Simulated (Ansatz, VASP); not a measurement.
## One calculation of KF, two programs

```
K F
1.0
     0.00000    2.70937    2.70937
     2.70937    0.00000    2.70937
     2.70937    2.70937    0.00000
K F
1 1
Cartesian
  0.0000 0.0000 0.0000
  2.7094 2.7094 2.7094
```

Alike in both runs: functional PBE; k mesh 8 × 8 × 8; occupations gaussian, width 0.02 eV; no spin polarisation.

Ansatz relaxed the structure, and its values are those at the end. VASP's run is a single point on that final structure, the one shown.

```csv
,VASP,Ansatz
version,VASP 6.6.1,Ansatz 0.2.0
potentials or method,"VASP PAW PBE potentials, release 64 (K_sv, F), cutoff 520 eV","scalar-relativistic, plane waves, PAW"
valence electrons in the cell,16,16
```

```tsv
	VASP	Ansatz	Ansatz less VASP
gap on the k mesh at the Fermi level (eV)	5.95	5.97	+0.015
least direct gap on the mesh (eV)	5.95	5.97	+0.015
pressure (GPa)	0.0	0.0	-0.01
```

With one functional, cell and mesh, what is left measures potentials, basis and numerics.
